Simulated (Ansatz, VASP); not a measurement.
**Zr2Ta: VASP beside Ansatz**

```
Zr Ta
1.0
     0.00000    3.30488    3.30488
     3.30488    0.00000    3.30488
     3.30488    3.30488    0.00000
Zr Ta
2 1
Direct
  0.25000 0.25000 0.25000
  0.75000 0.75000 0.75000
  0.00000 0.00000 0.00000
```

Alike in both runs: functional PBE; k mesh 12 × 12 × 12; occupations gaussian, width 0.1 eV; no spin polarisation.

Ansatz relaxed the structure, and its values are those at the end. VASP's run is a single point on that final structure, the one shown.

```csv
,VASP,Ansatz
version,VASP 6.6.1,Ansatz 0.2.0
potentials or method,"VASP PAW PBE potentials, release 64 (Zr_sv, Ta_pv), cutoff 520 eV","scalar-relativistic, plane waves, PAW"
valence electrons in the cell,35,37
```

```tsv
	VASP	Ansatz	Ansatz less VASP
gap on the k mesh at the Fermi level (eV)	none	none	-
pressure (GPa)	0.0	0.0	-0.04
```

A gap of «none» marks a metal or a gap that the smearing closes. VASP's potentials hold 35 valence electrons a cell and Ansatz's 37, so a difference there can come from the potentials and not from the codes.

Spin-orbit coupling is off throughout.
